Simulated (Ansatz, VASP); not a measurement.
Two plane-wave programs on Ga3Te2O

```
CELL_PARAMETERS angstrom
4.27962 0.00000 0.00000
-2.13981 3.70626 0.00000
0.00000 0.00000 9.01281
ATOMIC_POSITIONS crystal
Ga 0.66667 0.33333 0.50000
Ga 0.00000 0.00000 0.00000
Ga 0.00000 0.00000 0.50000
Te 0.33333 0.66667 0.24624
Te 0.33333 0.66667 0.75376
O 0.66667 0.33333 0.00000
```

Change from the starting cell: species swapped into the La2CuSi3 type (P-6m2, No. 187).

Alike in both runs: task single point; functional PBE; k mesh 6 × 6 × 2; occupations gaussian, width 0.1 eV; no spin polarisation.

|  | VASP | Ansatz |
| --- | --- | --- |
| version | VASP 6.6.1 | Ansatz 0.2.0 |
| potentials or method | VASP PAW PBE potentials, release 64 (Ga_d, Te, O), cutoff 520 eV | scalar-relativistic, plane waves, PAW |
| valence electrons in the cell | 57 | 77 |

VASP gave:

- gap on the k mesh at the Fermi level (eV): none
- pressure (GPa): -5.2
- traceless stress, the component that is largest in VASP (GPa): 0.36
- rms of the force components (eV/Å): 0.063

Question: Estimate Ansatz's values.

Answer: gap on the k mesh at the Fermi level (eV): none; pressure (GPa): -5.2; traceless stress, the component that is largest in VASP (GPa): 0.41; rms of the force components (eV/Å): 0.064.

Atom by atom the forces differ by 0.001 eV/Å (rms over components). A gap of «none» marks a metal or a gap that the smearing closes. VASP's potentials hold 57 valence electrons a cell and Ansatz's 77, so a difference there can come from the potentials and not from the codes.

Neither program's run includes spin-orbit coupling.
